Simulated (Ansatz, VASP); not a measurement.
**Two plane-wave programs on PbS**

File POSCAR:

```
PbS
1.0
    2.1126620000      1.2197460000      3.4519160000
   -2.1126620000      1.2197460000      3.4519160000
    0.0000000000     -2.4394920000      3.4519160000
Pb S
1 1
Direct
    0.9805660000      0.9805660000      0.9805660000
    0.4750360000      0.4750360000      0.4750360000
```

Contents of INCAR.step1:

```
SYSTEM = PbS
PREC = Accurate
ENCUT = 520
ISMEAR = 0
SIGMA = 0.01
LREAL = .FALSE.
LASPH = .TRUE.
NELM = 60
NBANDS = 17
GGA = PE
ALGO = Normal
EDIFF = 1E-4
LWAVE = .TRUE.
LCHARG = .FALSE.
```

The input INCAR.step2:

```
SYSTEM = PbS
PREC = Accurate
ENCUT = 520
EDIFF = 1E-7
ISMEAR = 0
SIGMA = 0.01
LREAL = .FALSE.
LASPH = .TRUE.
NELM = 60
ALGO = Normal
ISIF = 2
LWAVE = .FALSE.
LCHARG = .TRUE.
METAGGA = R2SCAN
LMIXTAU = .TRUE.
LELF = .TRUE.
LVHAR = .TRUE.
NBANDS = 17
ISTART = 1
```

KPOINTS

```
Automatic mesh
0
G
  6 6 6
  0 0 0
```

Input for Ansatz:

```yaml
crystal:
  lattice:
    - [2.112662, 1.219746, 3.451916]
    - [-2.112662, 1.219746, 3.451916]
    - [0.0, -2.439492, 3.451916]
  atoms:
    - { symbol: Pb, position: [0.980566, 0.980566, 0.980566] }
    - { symbol: S, position: [0.475036, 0.475036, 0.475036] }
basis:
  ecutwfc: 500.0
kpoints:
  mp_grid:
    grid: [6, 6, 6]
hamiltonian:
  xc: r2scan
scf:
  occupations:
    method: fixed
output:
  stress: true
```

Alike in both runs: task single point; functional r2SCAN; k mesh 6 × 6 × 6; no spin polarisation.

|  | VASP | Ansatz |
| --- | --- | --- |
| version | VASP 6.6.1 | Ansatz 0.2.0 |
| potentials or method | VASP PAW PBE potentials, release 64 (Pb_d, S), cutoff 520 eV | plane waves, PAW |
| occupations | gaussian, width 0.01 eV | fixed |
| valence electrons in the cell | 20 | 20 |

Ansatz gave:

* pressure (GPa): 0.0

Problem. Estimate VASP's values.

Solution. Pressure (GPa): -0.1.

VASP's potentials were made for PBE, not for r2SCAN.

Neither program's run includes spin-orbit coupling.
